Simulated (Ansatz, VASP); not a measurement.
**HgTe: VASP beside Ansatz**

```
CELL_PARAMETERS angstrom
0.00000 3.19094 3.19094
3.19094 0.00000 3.19094
3.19094 3.19094 0.00000
ATOMIC_POSITIONS crystal
Hg 0.00000 0.00000 0.00000
Te 0.75000 0.75000 0.75000
```

Change from the starting cell: volume scaled by 0.97, PAW files.

Alike in both runs: task electric field gradients; functional PBE; k mesh 9 × 9 × 9; occupations fermi-dirac, width 0.05 eV; no spin polarisation.

|  | VASP | Ansatz |
| --- | --- | --- |
| version | VASP 6.6.1 | Ansatz 0.2.0 |
| potentials or method | VASP PAW PBE potentials, release 64 (Hg, Te) | PAW with Ansatz's default frozen-core files, scalar-relativistic |
| plane-wave cutoff (eV) | 520 | 420 |
| valence electrons in the cell | 18 | 36 |

Ansatz gave:

- pressure (GPa): 5.8

Task: Which values does VASP return?

Result: Pressure (GPa): 5.9.

VASP's potentials hold 18 valence electrons a cell and Ansatz's 36, so a difference there can come from the potentials and not from the codes.

Spin-orbit coupling is off throughout.
